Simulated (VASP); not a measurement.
# InSb3 (P4/mmm) in VASP: further runs, part 2 of 2

VASP 6.6.1. Earlier steps stand in the parts before.

### 3 Single point, PBEsol (volume 24.316 Å^3 an atom, c/a of the conventional cell 0.8857)

File INCAR:

```
  PREC = Accurate
  ENCUT = 520
  EDIFF = 1E-6
  ISMEAR = 0
  SIGMA = 0.15
  LREAL = False
  LASPH = True
  NELM = 60
  ALGO = Normal
  ISIF = 2
  LWAVE = False
  LCHARG = False
  GGA = PS
  NBANDS = 22
```

File KPOINTS:

```
regular mesh
0
Gamma
  10 10 10
```

File POSCAR:

```
InSb3
1.0
    4.7887462745      0.0000000000      0.0000000000
    0.0000000000      4.7887462745      0.0000000000
    0.0000000000      0.0000000000      4.2413925753
In Sb
1 3
Direct
    0.0000000000      0.0000000000      0.0000000000
    0.5000000000      0.0000000000      0.5000000000
    0.0000000000      0.5000000000      0.5000000000
    0.5000000000      0.5000000000      0.0000000000
```

Potentials or basis: VASP PAW PBE potentials, release 64 (In_d, Sb).

On the command line:

```console
$ cat potpaw_PBE.64/In_d/POTCAR potpaw_PBE.64/Sb/POTCAR > POTCAR
$ mpirun -np 1 vasp_std > vasp.out
```

OUTCAR:

```text
PREC = Accurate
   ENCUT = 520
   EDIFF = 1E-6
   ISMEAR = 0
   LREAL = False
   LASPH = True
   NELM = 60
   ISIF = 2
   GGA = PS

 ion  position               nearest neighbor table
   1  0.000  0.000  0.000-   2 3.20   3 3.20   2 3.20   3 3.20   3 3.20   3 3.20   2 3.20   2 3.20
                             4 3.39   4 3.39   4 3.39   4 3.39
   2  0.500  0.000  0.500-   1 3.20   4 3.20   1 3.20   4 3.20   4 3.20   4 3.20   1 3.20   1 3.20
                             3 3.39   3 3.39   3 3.39   3 3.39
   3  0.000  0.500  0.500-   1 3.20   4 3.20   1 3.20   4 3.20   1 3.20   1 3.20   4 3.20   4 3.20
[... 807 lines left out ...]
  -------------------------------------------------------------------------------------
  Total        3.8555937      3.8555937      3.0923034      0.0000000     -0.0000000      0.0000000
  in kB       63.5111125     63.5111125     50.9378441      0.0000000     -0.0000000      0.0000000
  external PRESSURE =      59.3200230 kB  Pullay stress =       0.0000000 kB

 VOLUME and BASIS-vectors are now :
 -----------------------------------------------------------------------------
  energy-cutoff  :      520.00
  volume of cell :       97.26
      direct lattice vectors                 reciprocal lattice vectors
     4.788746275  0.000000000  0.000000000     0.208822924  0.000000000  0.000000000
     0.000000000  4.788746275  0.000000000     0.000000000  0.208822924  0.000000000
     0.000000000  0.000000000  4.241392575     0.000000000  0.000000000  0.235771620

 POSITION                                       TOTAL-FORCE (eV/Angst)
 -----------------------------------------------------------------------------------
      0.00000      0.00000      0.00000         0.000000      0.000000      0.000000
      2.39437      0.00000      2.12070         0.000000      0.000000      0.000000
      0.00000      2.39437      2.12070         0.000000      0.000000      0.000000
      2.39437      2.39437      0.00000         0.000000      0.000000      0.000000
 -----------------------------------------------------------------------------------
    total drift:                                0.000000     -0.000000     -0.000000

  FREE ENERGIE OF THE ION-ELECTRON SYSTEM (eV)
  ---------------------------------------------------
  free  energy   TOTEN  =       -15.9420285737 eV

  energy  without entropy=      -15.9165769184  energy(sigma->0) =      -15.92930275
```

stdout:

```text
POSCAR found type information on POSCAR InSb
 POSCAR found :  2 types and       4 ions
 scaLAPACK will be used
 -----------------------------------------------------------------------------
|                                                                             |
|                                                                             |
|     You enforced a specific xc type in the INCAR file but a different       |
|     I HOPE YOU KNOW WHAT YOU ARE DOING!                                     |
|                                                                             |
 -----------------------------------------------------------------------------

 LDA part: xc-table for (Slater+PW92), standard interpolation
 POSCAR, INCAR and KPOINTS ok, starting setup
 FFT: planning ... GRIDC
 FFT: planning ... GRID_SOFT
 FFT: planning ... GRID
 WAVECAR not read
 entering main loop
```

Run time: 1.9 min. Hardware: 1 thread of Intel Xeon 6975P-C, shared host; peak memory 0.38 GiB.

Results:

- Free energy: -15.9420 eV
- Pressure: 5.9 GPa
- Band gap on the k mesh: zero (band 14 reaches 12.56 eV, above the bottom of band 15 at 7.85 eV)

Stress tensor (GPa, compression positive):
```
6.35 0.00 0.00
0.00 6.35 0.00
0.00 0.00 5.09
```

Caveat: the PAW data sets were made with another functional, which shifts forces and pressure a little; spin-orbit coupling is left out, which moves the levels of the heavy elements.

### 4 Single point, PBEsol (volume 24.316 Å^3 an atom, c/a of the conventional cell 1.1290)

File INCAR:

```
SYSTEM = InSb3
PREC = Accurate ; ENCUT = 520
EDIFF = 1E-7 ; ISMEAR = 0
SIGMA = 0.15 ; LREAL = .False.
LASPH = .True. ; NELM = 60
ALGO = Normal ; ISIF = 2
LWAVE = .False. ; LCHARG = .False.
GGA = PS ; NBANDS = 22
```

File KPOINTS:

```
Automatic mesh
0
Gamma
  10 10 10
  0 0 0
```

File POSCAR:

```
InSb3
1.0
    4.4165795923      0.0000000000      0.0000000000
    0.0000000000      4.4165795923      0.0000000000
    0.0000000000      0.0000000000      4.9863183597
In Sb
1 3
Direct
    0.0000000000      0.0000000000      0.0000000000
    0.5000000000      0.0000000000      0.5000000000
    0.0000000000      0.5000000000      0.5000000000
    0.5000000000      0.5000000000      0.0000000000
```

On the command line:

```console
$ cat potpaw_PBE.64/In_d/POTCAR potpaw_PBE.64/Sb/POTCAR > POTCAR
$ mpirun -np 1 vasp_std > vasp.out
```

It took 2.7 min on 1 thread of Intel Xeon 6975P-C, shared host; peak memory 0.4 GiB.

Results (log left out):

| Item | Value |
| --- | --- |
| Free energy | -15.9154 eV |
| Pressure | 6.1 GPa |
| Band gap on the k mesh | zero (band 14 reaches 12.28 eV, above the bottom of band 15 at 7.78 eV) |

Stress tensor (GPa, compression positive):
```
6.18 0.00 0.00
0.00 6.18 0.00
0.00 0.00 6.06
```

Levels at points of the mesh, in eV from the Fermi level:
```tsv
k point	band 10	band 11	band 12	band 13	band 14	band 15	band 16	band 17	band 18	band 19
(0.00, 0.00, 0.00)	-4.56	-4.56	-3.36	0.12	0.12	0.59	1.86	2.55	2.55	4.45
(0.50, 0.00, 0.00)	-3.74	-2.97	-2.68	-1.96	-1.24	-1.08	1.94	2.61	3.25	3.31
(0.50, 0.50, 0.00)	-3.55	-2.56	-2.56	-1.90	-1.58	-1.58	-1.40	0.38	5.17	5.39
(0.00, 0.00, 0.50)	-3.36	-3.36	-2.33	-2.33	-0.76	-0.73	1.30	1.88	3.32	3.32
(0.50, 0.00, 0.50)	-1.97	-1.35	-1.19	-1.14	-1.11	-0.88	0.41	1.25	2.89	3.24
(0.50, 0.50, 0.50)	-5.90	-5.63	-5.63	-5.06	2.91	3.31	3.31	5.35	5.44	5.83
```

Caveat: the PAW data sets were made with another functional, which shifts forces and pressure a little; spin-orbit coupling is left out, which moves the levels of the heavy elements.

### 5 Single point, PBEsol (volume 25.021 Å^3 an atom, c/a of the conventional cell 0.9411)

File INCAR:

```
  PREC = Accurate
  ENCUT = 520
  EDIFF = 1E-6
  ISMEAR = 0
  SIGMA = 0.15
  LREAL = False
  LASPH = True
  NELM = 100
  ALGO = Normal
  ISIF = 2
  LWAVE = False
  LCHARG = False
  GGA = PS
  NBANDS = 22
```

File KPOINTS:

```
Automatic mesh
0
Gamma
  10 10 10
```

File POSCAR:

```
InSb3
1.0
    4.7377953091      0.0000000000      0.0000000000
    0.0000000000      4.7377953091      0.0000000000
    0.0000000000      0.0000000000      4.4587391654
In Sb
1 3
Direct
    0.0000000000      0.0000000000      0.0000000000
    0.5000000000      0.0000000000      0.5000000000
    0.0000000000      0.5000000000      0.5000000000
    0.5000000000      0.5000000000      0.0000000000
```

On the command line:

```console
$ cat potpaw_PBE.64/In_d/POTCAR potpaw_PBE.64/Sb/POTCAR > POTCAR
$ mpirun -np 1 vasp_std > vasp.out
```

Run time: 2 min. Hardware: 1 thread of Intel Xeon 6975P-C, shared host; peak memory 0.39 GiB.

Results (log left out):

```
Free energy            : -16.0098 eV
Pressure               : 3.7 GPa
Band gap on the k mesh : zero (band 14 reaches 12.51 eV, above the bottom of band 15 at 7.72 eV)
```

Stress tensor (GPa, compression positive):
```
3.78 0.00 0.00
0.00 3.78 0.00
0.00 0.00 3.65
```

Levels at points of the mesh, in eV from the Fermi level:
```tsv
k point	band 10	band 11	band 12	band 13	band 14	band 15	band 16	band 17	band 18	band 19
(0.00, 0.00, 0.00)	-4.97	-4.42	-3.56	0.34	0.34	0.57	1.94	1.99	1.99	4.41
(0.50, 0.00, 0.00)	-3.52	-2.94	-2.64	-2.08	-1.06	-0.91	2.28	2.48	2.67	2.81
(0.50, 0.50, 0.00)	-2.02	-1.32	-1.20	-1.20	-1.00	-1.00	0.31	1.23	3.13	3.46
(0.00, 0.00, 0.50)	-3.20	-3.20	-2.44	-2.44	-1.56	-1.26	2.11	2.11	2.93	3.04
(0.50, 0.00, 0.50)	-2.79	-1.90	-1.88	-1.65	-1.37	-1.28	-0.59	0.76	3.90	4.17
(0.50, 0.50, 0.50)	-5.61	-5.61	-5.50	-5.04	3.51	3.63	4.23	4.23	4.45	6.81
```

Caveat: the PAW data sets were made with another functional, which shifts forces and pressure a little; spin-orbit coupling is left out, which moves the levels of the heavy elements.

### 6 The runs side by side

```csv
cell,gap on the mesh (eV),pressure (GPa)
"a = 4.507, b = 4.507, c = 4.789 Å, 4 atoms",none,6.1
"a = 4.789, b = 4.789, c = 4.241 Å, 4 atoms",none,5.9
"a = 4.417, b = 4.417, c = 4.986 Å, 4 atoms",none,6.1
"a = 4.738, b = 4.738, c = 4.459 Å, 4 atoms",none,3.7
```

Alike in all rows: task single point; level PBEsol; potentials or basis VASP PAW PBE potentials, release 64 (In_d, Sb); no spin polarisation; k mesh 10 × 10 × 10; cutoff (eV) 520; smearing gaussian 0.15 eV.

Caveats: the PAW data sets were made with another functional, which shifts forces and pressure a little; spin-orbit coupling is left out, which moves the levels of the heavy elements.

Total energies depend on the potentials used, so only differences within one code and one set of settings carry meaning.
